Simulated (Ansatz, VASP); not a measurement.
**MgO in VASP and in Ansatz**

Contents of INCAR:

```
  ALGO = Normal
  EDIFF = 1E-7
  ENCUT = 520
  GGA = PS
  ISIF = 2
  ISMEAR = 0
  LASPH = T
  LCHARG = F
  LREAL = F
  LWAVE = F
  NBANDS = 16
  NELM = 60
  PREC = Accurate
  SIGMA = 0.01
```

KPOINTS

```
k-points
0
Gamma
  6 6 6
```

The input POSCAR:

```
MgO
1.0
    3.5989186844      0.0000000000      0.0000000000
   -1.7994593422      3.1167550944      0.0000000000
    0.0000000000      0.0000000000      4.3129086459
Mg O
2 2
Direct
    0.6666666667      0.3333333333      0.7500000000
    0.3333333333      0.6666666667      0.2500000000
    0.6666666667      0.3333333333      0.2500000000
    0.3333333333      0.6666666667      0.7500000000
```

Input for Ansatz:

```yaml
crystal:
  lattice:
    - [3.5989186843645387, 0.0, 0.0]
    - [-1.7994593421822693, 3.116755094356486, 0.0]
    - [0.0, 0.0, 4.3129086458614365]
  atoms:
    - { symbol: Mg, position: [0.6666666666666666, 0.3333333333333333, 0.75] }
    - { symbol: Mg, position: [0.3333333333333333, 0.6666666666666666, 0.25] }
    - { symbol: O, position: [0.6666666666666666, 0.3333333333333333, 0.25] }
    - { symbol: O, position: [0.3333333333333333, 0.6666666666666666, 0.75] }
basis:
  ecutwfc: 500.0
kpoints:
  mp_grid:
    grid: [6, 6, 6]
hamiltonian:
  xc: pbesol
scf:
  convergence:
    dr2_threshold: 1.0e-10
  occupations:
    method: fixed
output:
  stress: true
```

Alike in both runs: task single point; functional PBEsol; k mesh 6 × 6 × 6; no spin polarisation.

|  | VASP | Ansatz |
| --- | --- | --- |
| version | VASP 6.6.1 | Ansatz 0.2.0 |
| potentials or method | VASP PAW PBE potentials, release 64 (Mg, O), cutoff 520 eV | plane waves, PAW |
| occupations | gaussian, width 0.01 eV | fixed |
| valence electrons in the cell | 16 | 32 |

|  | VASP | Ansatz | Ansatz less VASP |
| --- | --- | --- | --- |
| pressure (GPa) | -9.9 | -9.5 | +0.46 |
| traceless stress, the component that is largest in VASP (GPa) | -0.35 | -0.31 | +0.044 |

VASP's potentials were made for PBE, not for PBEsol. VASP's potentials hold 16 valence electrons a cell and Ansatz's 32, so a difference there can come from the potentials and not from the codes.
